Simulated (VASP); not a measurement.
Input of a VASP 6.6.1 run:

Contents of INCAR:

```
PREC = Accurate
ENCUT = 520
EDIFF = 1E-6
ISMEAR = 0
SIGMA = 0.05
LREAL = F
LASPH = T
NELM = 80
ALGO = Normal
ISIF = 2
LWAVE = F
LCHARG = F
GGA = PE
IVDW = 13
NBANDS = 33
```

KPOINTS

```
regular mesh
0
Gamma
  6 6 8
```

POSCAR

```
TiO2
1.0
    4.6430645286      0.0000000000      0.0000000000
    0.0000000000      4.6430645286      0.0000000000
    0.0000000000      0.0000000000      2.9640243868
Ti O
2 4
Direct
    0.0346466923      0.0392790258     -0.1362192821
    0.4591135203      0.4733776692      0.5027121929
    0.3253672455      0.2748228917      0.1101729149
    0.2376061529      0.8094259773      0.4994068650
    0.6528391327      0.7003221292      0.0432520339
    0.7904272564      0.2027723068      0.4806752755
```

Potentials or basis: VASP PAW PBE potentials, release 64 (Ti_sv, O).

The run is started by

```console
$ cat potpaw_PBE.64/Ti_sv/POTCAR potpaw_PBE.64/O/POTCAR > POTCAR
$ mpirun -np 1 vasp_std > vasp.out
```

(1) What does it give for the band gap on the k mesh?

(2) What does it give for the largest force?

Results:

(1) 1.39 eV (least direct gap 1.67 eV).

(2) 10.926 eV/Å.

Caveat: forces of over 1 eV/Å act on the atoms, so gaps and moduli don't describe the material at rest.
